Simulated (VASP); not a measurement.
Set up this calculation in VASP 6.6.1, as the native input.

```
Task                   : single point
Functional             : PBE
Potentials or basis    : VASP PAW PBE potentials, release 64 (Na_pv, S, Tl_d)
Cutoff                 : 520 eV
k mesh                 : 6 × 6 × 4
Occupations            : gaussian, width 0.01 eV
Spin                   : no spin polarisation
Dipole correction      : no
Further INCAR settings : ALGO = Normal; EDIFF = 1e-06; NBANDS = 24
```

The structure of NaTlS2 lies in POSCAR:

```
NaTlS2
1.0
    4.1044901738      0.0000000000      0.0000000000
    0.0000000000      4.1044901738      0.0000000000
    0.0000000000      0.0000000000      6.6389352781
Na S Tl
1 2 1
Direct
    0.0000000000      0.0000000000      0.0000000000
    0.0000000000      0.5000000000      0.2708669250
    0.5000000000      0.0000000000      0.7291330750
    0.5000000000      0.5000000000      0.5000000000
```

One way to write it, as run:

INCAR

```
SYSTEM = NaTlS2
PREC = Accurate
ENCUT = 520
EDIFF = 1E-6
ISMEAR = 0
SIGMA = 0.01
LREAL = .False.
LASPH = .True.
NELM = 100
ALGO = Normal
ISIF = 2
LWAVE = .False.
LCHARG = .False.
GGA = PE
NBANDS = 24
```

KPOINTS

```
regular mesh
0
Gamma
  6 6 4
  0 0 0
```

Potentials or basis: VASP PAW PBE potentials, release 64 (Na_pv, S, Tl_d).

Run with:

```console
$ cat potpaw_PBE.64/Na_pv/POTCAR potpaw_PBE.64/S/POTCAR potpaw_PBE.64/Tl_d/POTCAR > POTCAR
$ mpirun -np 1 vasp_std > vasp.out
```

It gave:

| Property | Result |
| --- | --- |
| Pressure | 1.2 GPa |
| Largest force | 0.126 eV/Å |
| Band gap on the k mesh | 0.81 eV, direct |

Caveat: spin-orbit coupling is left out, which moves the levels of the heavy elements.

Wall time 53 s on 1 thread of Intel(R) Xeon(R) Platinum 8488C (Sapphire Rapids), with other jobs on the host, peak memory 0.26 GiB.
